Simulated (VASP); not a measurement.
Wanted: the native input for a VASP 6.6.1 run.

| Item | Value |
| --- | --- |
| Task | single point |
| Functional | PBE |
| Potentials or basis | VASP PAW PBE potentials, release 64 (Sb) |
| Cutoff | 520 eV |
| k mesh | 10 × 10 × 10 |
| Occupations | gaussian, width 0.019 eV |
| Spin | no spin polarisation |
| Dipole correction | no |
| Further INCAR settings | ALGO = Normal; EDIFF = 1e-07; NBANDS = 8 |

The structure of Sb lies in POSCAR:

```
Sb
1.0
    0.0000000000      2.3712425216      2.3712425216
    2.3712425216      0.0000000000      2.3712425216
    2.3712425216      2.3712425216      0.0000000000
Sb
1
Direct
    0.0000000000      0.0000000000      0.0000000000
```

These files were run (other wordings do the same):

INCAR

```
SYSTEM = Sb
  PREC = Accurate
  ENCUT = 520
  EDIFF = 1E-7
  ISMEAR = 0
  SIGMA = 0.019000000000000003
  LREAL = .False.
  LASPH = .True.
  NELM = 60
  ALGO = Normal
  ISIF = 2
  LWAVE = .False.
  LCHARG = .True.
  GGA = PE
  LELF = .True.
  LVHAR = .True.
  NBANDS = 8
```

KPOINTS

```
Automatic mesh
0
Gamma
  10 10 10
  0 0 0
```

Potentials or basis: VASP PAW PBE potentials, release 64 (Sb).

Command:

```bash
$ cat potpaw_PBE.64/Sb/POTCAR > POTCAR
$ mpirun -np 1 vasp_std > vasp.out
```

Results of the run:

```
Pressure : 1.8 GPa
```

Run time: 6.6 s on 1 thread of AMD EPYC 9R45 96-Core Processor (Zen 5) (shared host), peak memory 0.13 GiB.
